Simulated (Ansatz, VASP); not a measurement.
# SnSe: VASP beside Ansatz

```
Sn Se
1.0
    11.18687    0.00000    0.00000
     0.00000    4.10447    0.00000
     0.00000    0.00000    4.36895
Sn Se
4 4
Cartesian
  9.8109 3.0783 3.9714
  6.9694 1.0261 1.7869
  4.2175 3.0783 2.5821
  1.3760 1.0261 0.3976
  7.1932 3.0783 4.2991
  9.5872 1.0261 2.1146
  1.5997 3.0783 2.2544
  3.9937 1.0261 0.0699
```

Alike in both runs: task single point; functional revPBE; dispersion D3(BJ); k mesh 3 × 6 × 6; occupations fermi-dirac, width 0.05 eV; no spin polarisation.

|  | VASP | Ansatz |
| --- | --- | --- |
| version | VASP 6.6.1 | Ansatz 0.2.0 |
| potentials or method | VASP PAW PBE potentials, release 64 (Sn_d, Se) | Ansatz PAW |
| plane-wave cutoff (eV) | 520 | 420 |
| valence electrons in the cell | 80 | 120 |

Ansatz gave:

```
gap on the k mesh at the Fermi level (eV)                     : 0.56
least direct gap on the mesh (eV)                             : 0.75
pressure (GPa)                                                : 3.0
traceless stress, the component that is largest in VASP (GPa) : 2.40
rms of the force components (eV/Å)                            : 0.385
```

**Question.** What did VASP give for the same quantities?

**Answer.** gap on the k mesh at the Fermi level (eV): 0.56; least direct gap on the mesh (eV): 0.74; pressure (GPa): 3.1; traceless stress, the component that is largest in VASP (GPa): 2.43; rms of the force components (eV/Å): 0.395.

VASP's potentials were made for PBE, not for revPBE. Atom by atom the forces differ by 0.011 eV/Å (rms over components). VASP's potentials hold 80 valence electrons a cell and Ansatz's 120, so a difference there can come from the potentials and not from the codes.

Noted on Ansatz's run: odd divisions of the mesh miss points on the zone boundary, where band edges often lie, so the gap on the mesh can be too wide.
